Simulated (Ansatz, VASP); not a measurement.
**One calculation of Sn3PbS4, two programs**

File INCAR:

```
PREC     = Accurate       # precision mode
ENCUT    = 520            # plane-wave cutoff, eV
EDIFF    = 1E-6           # SCF threshold, eV
ISMEAR   = 0              # smearing method
SIGMA    = 0.2            # smearing width, eV
LREAL    = F              # projectors in reciprocal space
LASPH    = T              # aspherical terms in the spheres
NELM     = 80             # most SCF steps
ALGO     = Normal         # electronic algorithm
ISIF     = 2              # what is computed and relaxed
LWAVE    = F              # write WAVECAR
LCHARG   = F              # write CHGCAR
GGA      = PE             # functional
NBANDS   = 50             # bands
```

KPOINTS

```
Automatic mesh
0
Gamma
  4 4 4
```

POSCAR

```
Sn3PbS4
1.0
    5.8945701000      0.0000000000      0.0000000000
    0.0000000000      5.8945701000      0.0000000000
    0.0000000000      0.0000000000      5.8945701000
Sn Pb S
3 1 4
Direct
    0.0000000000      0.5000000000      0.5000000000
    0.5000000000      0.5000000000      0.0000000000
    0.5000000000      0.0000000000      0.5000000000
    0.0000000000      0.0000000000      0.0000000000
    0.5000000000      0.0000000000      0.0000000000
    0.0000000000      0.0000000000      0.5000000000
    0.5000000000      0.5000000000      0.5000000000
    0.0000000000      0.5000000000      0.0000000000
```

Input for Ansatz:

```yaml
crystal:
  lattice:
    - [5.8945701, 0.0, 0.0]
    - [0.0, 5.8945701, 0.0]
    - [0.0, 0.0, 5.8945701]
  atoms:
    - { symbol: Sn, position: [0.0, 0.5, 0.5] }
    - { symbol: Sn, position: [0.5, 0.5, 0.0] }
    - { symbol: Sn, position: [0.5, 0.0, 0.5] }
    - { symbol: Pb, position: [0.0, 0.0, 0.0] }
    - { symbol: S, position: [0.5, 0.0, 0.0] }
    - { symbol: S, position: [0.0, 0.0, 0.5] }
    - { symbol: S, position: [0.5, 0.5, 0.5] }
    - { symbol: S, position: [0.0, 0.5, 0.0] }
basis:
  ecutwfc: 420
kpoints:
  mp_grid: { grid: [4, 4, 4] }
hamiltonian:
  xc: pbe
scf:
  occupations: { method: gaussian, width: 0.2 }
  lower_state_search: "off"
output:
  forces: true
  stress: true
  eigenvalues: true
```

Alike in both runs: task single point; functional PBE; k mesh 4 × 4 × 4; occupations gaussian, width 0.2 eV; no spin polarisation.

|  | VASP | Ansatz |
| --- | --- | --- |
| version | VASP 6.6.1 | Ansatz 0.2.0 |
| potentials or method | VASP PAW PBE potentials, release 64 (Sn_d, Pb_d, S), cutoff 520 eV | scalar-relativistic, plane waves, PAW |
| valence electrons in the cell | 80 | 80 |

```tsv
	VASP	Ansatz	Ansatz less VASP
gap on the k mesh at the Fermi level (eV)	none	none	-
pressure (GPa)	-0.2	-0.1	+0.07
```

A gap of «none» marks a metal or a gap that the smearing closes. The functional is the same, so the differences come from potentials, cutoffs and numerics.

Spin-orbit coupling is off throughout.
